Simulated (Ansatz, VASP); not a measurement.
**MgO: VASP beside Ansatz**

```
Mg O
1.0
     0.00000    2.02342    1.96362
     2.02342    0.00000    1.96362
     2.02342    2.02342    0.00000
Mg O
1 1
Cartesian
  0.0000 0.0000 0.0000
  2.0234 2.0234 1.9636
```

Alike in both runs: task relaxation of cell and atoms; functional PBE; k mesh 6 × 6 × 6; no spin polarisation.

|  | VASP | Ansatz |
| --- | --- | --- |
| version | VASP 6.6.1 | Ansatz 0.2 development build |
| potentials or method | VASP PAW PBE potentials, release 64 (Mg, O) | PAW hard, scalar-relativistic |
| plane-wave cutoff (eV) | 600 | 930 |
| occupations | gaussian, width 0.01 eV | fixed |

Ansatz gave:

```
relaxed volume (Å³/atom)                                     : 9.62
relaxed cell length with the largest relative difference (Å) : 3.008
```

**Question.** Which values does VASP return?

**Answer.** Relaxed volume (Å³/atom): 9.57; relaxed cell length with the largest relative difference (Å): 3.002.

Ansatz's warnings: cutoff auto derived.

The k mesh is coarse, so the values compare programs but aren't converged. Noted on VASP's run: the volume moved by over 15 % at a fixed basis, so the end points are rough.
